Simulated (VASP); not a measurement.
# Rh: single point with PBE

The system is Rh.

```
Rh
1.0
     2.72471    0.00000    0.00000
    -1.36236    2.35967    0.00000
     0.00000    0.00000    4.38469
Rh
2
Direct
  0.00000 0.00000 0.00000
  0.33333 0.66667 0.50000
```

```yaml
Program: VASP 6.6.1
Task: single point
Functional: PBE
Potentials_or_basis: VASP PAW PBE potentials, release 64 (Rh_pv)
Cutoff: 520 eV
k_mesh: 18 × 18 × 10
Occupations: gaussian, width 0.1 eV
Spin: no spin polarisation
```

| Item | Value |
| --- | --- |
| Pressure | 0.1 GPa |
| Band gap on the k mesh | zero (band 15 reaches 12.16 eV, above the bottom of band 16 at 9.84 eV) |

Levels at points of the mesh, in eV from the Fermi level:
| k point | band 11 | band 12 | band 13 | band 14 | band 15 | band 16 | band 17 | band 18 | band 19 | band 20 |
| --- | --- | --- | --- | --- | --- | --- | --- | --- | --- | --- |
| (0.00, 0.00, 0.00) | -2.93 | -2.41 | -2.41 | -1.89 | -1.89 | 0.12 | 0.12 | 0.79 | 8.45 | 15.84 |
| (0.50, 0.00, 0.00) | -2.60 | -2.15 | -2.10 | 0.38 | 0.60 | 0.68 | 2.93 | 5.00 | 10.18 | 10.66 |
| (0.00, 0.00, 0.50) | -3.04 | -3.04 | -3.04 | -3.04 | -0.43 | -0.43 | -0.43 | -0.43 | 14.78 | 14.78 |
| (0.50, 0.00, 0.50) | -1.64 | -1.64 | -0.30 | -0.30 | 0.56 | 0.56 | 2.63 | 2.63 | 9.08 | 9.08 |

Run time: 100 s on 1 thread of Intel(R) Xeon(R) Platinum 8259CL CPU @ 2.50GHz (Skylake/Cascade Lake), on a shared host, peak memory 0.22 GiB.
